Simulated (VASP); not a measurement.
The system is Na.

```
Na
1.0
     6.34242    3.66180    1.65934
    -6.34242    3.66180    1.65934
     0.00000   -7.32359    1.65934
Na
6
Cartesian
  1.4810 1.6203 1.9613
  -2.1437 0.4724 1.9613
  0.6628 -2.0927 1.9613
  -1.4810 -1.6203 3.0167
  2.1437 -0.4724 3.0167
  -0.6628 2.0927 3.0167
```

| Item | Value |
| --- | --- |
| Program | VASP 6.6.1 |
| Task | relaxation of cell and atoms |
| Functional | PBE |
| Potentials or basis | VASP PAW PBE potentials, release 64 (Na_pv) |
| Cutoff | 600 eV |
| k mesh | 6 × 6 × 6 |
| Occupations | gaussian, width 0.1 eV |
| Spin | no spin polarisation |

At the start: pressure 2.7 GPa; volume 38.54 Å³/atom.

Task: Where does the relaxation end?

Result: Over 18 steps the energy falls by 545.0 meV/atom and the volume is 39.60 Å³/atom (+2.8 %); space group R-3 (No. 148, to 0.05 Å).

The path:
```tsv
step	energy change (eV)	largest force (eV/Å)	pressure (GPa)	volume (Å³)
1	0.0000	1.7599	2.68	231.23
2	-1.1097	1.2029	1.25	253.34
3	-2.0930	0.5794	-0.24	295.06
4	-2.1285	0.1001	-1.29	389.55
5	-2.3141	0.2153	-1.06	346.59
6	-2.3227	0.3060	-0.87	327.75
7	-2.4956	0.3086	-0.80	308.88
8	-2.9158	0.2830	-0.29	256.22
9	-2.4274	0.1808	4.63	167.66
10	-2.9845	0.2834	0.30	231.50
11	-3.0003	0.2400	0.96	213.20
12	-3.1248	0.1274	0.95	213.24
13	-3.1583	0.0981	1.03	212.86
14	-3.2455	0.0661	-0.01	239.58
15	-3.2456	0.0651	-0.04	240.82
16	-3.2504	0.0581	-0.05	240.51
17	-3.2614	0.0408	-0.03	239.55
18	-3.2699	0.0174	0.05	237.61
```

Final structure:
```
CELL_PARAMETERS angstrom
7.38929 4.26621 1.25621
-7.38929 4.26621 1.25621
0.00000 -8.53242 1.25621
ATOMIC_POSITIONS crystal
Na 0.50017 0.23547 0.08610
Na 0.08610 0.50017 0.23547
Na 0.23547 0.08610 0.50017
Na 0.49983 0.76453 0.91390
Na 0.91390 0.49983 0.76453
Na 0.76453 0.91390 0.49983
```
